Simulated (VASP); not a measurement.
Wanted: the native input for a VASP 6.6.1 run.

| Quantity | Value |
| --- | --- |
| Task | relaxation of shape and atoms at fixed volume |
| Functional | PBE |
| Potentials or basis | VASP PAW PBE potentials, release 64 (Co, Sn_d) |
| Cutoff | 600 eV |
| k mesh | 12 × 12 × 8 |
| Occupations | gaussian, width 0.1 eV |
| Spin | no spin polarisation |
| Dipole correction | no |
| Further INCAR settings | ALGO = Fast; EDIFF = 1e-07; IBRION = 2; EDIFFG = -0.01; NSW = 50; ISIF = 4 |

The structure of CoSn lies in POSCAR:

```
CoSn
1.0
    5.4675593762      0.0000000000      0.0000000000
   -2.7337796881      4.7350453165      0.0000000000
    0.0000000000      0.0000000000      4.3668418518
Co Sn
3 3
Direct
    0.0000000000      0.5000000000      0.0000000000
    0.5000000000      0.5000000000      0.0000000000
    0.5000000000      0.0000000000      0.0000000000
    0.6666666667      0.3333333333      0.5000000000
    0.3333333333      0.6666666667      0.5000000000
    0.0000000000      0.0000000000      0.0000000000
```

The input as run:

INCAR

```
SYSTEM = CoSn
PREC     = Accurate       ! precision mode
ENCUT    = 600            ! plane-wave cutoff, eV
EDIFF    = 1E-7           ! SCF threshold, eV
ISMEAR   = 0              ! smearing method
SIGMA    = 0.1            ! smearing width, eV
LREAL    = .FALSE.        ! projectors in reciprocal space
LASPH    = .TRUE.         ! aspherical terms in the spheres
NELM     = 60             ! most SCF steps
ALGO     = Fast           ! electronic algorithm
ISIF     = 4              ! what is computed and relaxed
LWAVE    = .FALSE.        ! write WAVECAR
LCHARG   = .FALSE.        ! write CHGCAR
GGA      = PE             ! functional
IBRION   = 2              ! ionic algorithm
NSW      = 50             ! ionic steps
EDIFFG   = -0.01          ! ionic threshold
```

KPOINTS

```
regular mesh
0
G
  12 12 8
  0 0 0
```

Potentials or basis: VASP PAW PBE potentials, release 64 (Co, Sn_d).

Command:

```sh
$ cat potpaw_PBE.64/Co/POTCAR potpaw_PBE.64/Sn_d/POTCAR > POTCAR
$ mpirun -np 1 vasp_std > vasp.out
```

It gave:

```yaml
Pressure_after_relaxing: -9.7 GPa
Band_gap_on_the_k_mesh: zero (an odd number of electrons rules out a gap without spin polarisation)
```

Caveat: the relaxation stopped at its first step, so nothing moved; spin-orbit coupling is left out, which moves the levels of the heavy elements; the run has no spin polarisation, though such a crystal can be magnetic.

It took 23 min on 1 thread of Oxide Virtual Turin-like Processor (shared host), peak memory 0.55 GiB.
